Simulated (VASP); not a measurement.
The system is Si.

```
Si
1.0
     2.57000    0.00000    0.00000
     0.00000    2.57000    0.00000
     0.00000    0.00000    2.57000
Si
1
Direct
  0.00000 0.00000 0.00000
```

This isn't the form of Si at room conditions, which is diamond.

```yaml
Program: VASP 6.6.1
Task: relaxation of cell and atoms
Functional: PBE
Potentials_or_basis: VASP PAW PBE potentials, release 64 (Si)
Cutoff: 600 eV
k_mesh: 17 × 17 × 17
Occupations: gaussian, width 0.05 eV
Spin: no spin polarisation
```

At the start: pressure -4.1 GPa; volume 16.97 Å³/atom.

Problem. How do energy, volume and symmetry change on relaxing?

Solution. Over 3 steps the energy falls by 10.0 meV/atom and the volume is 16.23 Å³/atom (-4.4 %); space group Pm-3m (No. 221, to 0.1 Å) before and after.

The path:
| step | energy change (eV) | largest force (eV/Å) | pressure (GPa) | volume (Å³) |
| --- | --- | --- | --- | --- |
| 1 | 0.0000 | 0.0000 | -4.12 | 16.97 |
| 2 | -0.0081 | 0.0000 | 2.03 | 15.93 |
| 3 | -0.0100 | 0.0000 | 0.01 | 16.23 |

Final structure:
```yaml
crystal:
  lattice:
    - [2.53193, 0.00000, 0.00000]
    - [0.00000, 2.53193, 0.00000]
    - [0.00000, 0.00000, 2.53193]
  atoms:
    - { symbol: Si, position: [0.00000, 0.00000, 0.00000] }
```
